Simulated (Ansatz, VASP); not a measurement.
# Two plane-wave programs on Si

INCAR

```
  PREC = Accurate
  ENCUT = 520
  EDIFF = 1E-6
  ISMEAR = 0
  SIGMA = 0.03
  LREAL = False
  LASPH = True
  NELM = 60
  ALGO = Normal
  ISIF = 2
  LWAVE = False
  LCHARG = False
  NBANDS = 16
```

The input KPOINTS:

```
regular mesh
0
Gamma
  12 12 6
```

File POSCAR:

```
Si
1.0
    4.0678030768     -0.0507524963      0.0000000000
   -2.0778544895      3.0872672257      0.0000000000
    0.0000000000      0.0000000000      6.2886938331
Si
4
Direct
    0.3333333333      0.6666666667      0.0630360460
    0.6666666667      0.3333333333      0.5630360460
    0.3333333333      0.6666666667      0.4369639540
    0.6666666667      0.3333333333      0.9369639540
```

Input for Ansatz:

```yaml
crystal:
  lattice:
    - [4.0678030768, -0.0507524963, 0.0]
    - [-2.0778544895, 3.0872672257, 0.0]
    - [0.0, 0.0, 6.2886938331]
  atoms:
    - { symbol: Si, position: [0.3333333333, 0.6666666667, 0.063036046] }
    - { symbol: Si, position: [0.6666666667, 0.3333333333, 0.563036046] }
    - { symbol: Si, position: [0.3333333333, 0.6666666667, 0.436963954] }
    - { symbol: Si, position: [0.6666666667, 0.3333333333, 0.936963954] }
basis:
  ecutwfc: 420
kpoints:
  mp_grid: { grid: [12, 12, 6] }
hamiltonian:
  xc: lda
  pseudopotentials: { kind: paw, azcp: { folder: soft_1 } }
scf:
  occupations: { method: gaussian, width: 0.03 }
output:
  forces: true
  stress: true
  eigenvalues: true
```

Change from the starting cell: engineering shear strain xy -0.0267, strain +e along x and -e along y +0.0700.

Alike in both runs: task single point; functional LDA; k mesh 12 × 12 × 6; occupations gaussian, width 0.03 eV; no spin polarisation.

|  | VASP | Ansatz |
| --- | --- | --- |
| version | VASP 6.6.1 | Ansatz 0.2.0 |
| potentials or method | VASP PAW LDA potentials, release 64 (Si), cutoff 520 eV | scalar-relativistic, plane waves, PAW |
| valence electrons in the cell | 16 | 16 |

```tsv
	VASP	Ansatz	Ansatz less VASP
gap on the k mesh at the Fermi level (eV)	none	none	-
pressure (GPa)	1.7	1.7	-0.05
traceless stress, the component that is largest in VASP (GPa)	13.53	13.49	-0.035
rms of the force components (eV/Å)	0.907	0.906	-0.0011
```

Ansatz warns that its potentials were made for another functional, while VASP's fit it. LDA's correlation is that of Perdew and Zunger in VASP and of Perdew and Wang (1992) in Ansatz. Atom by atom the forces differ by 0.001 eV/Å (rms over components). A gap of «none» marks a metal or a gap that the smearing closes.
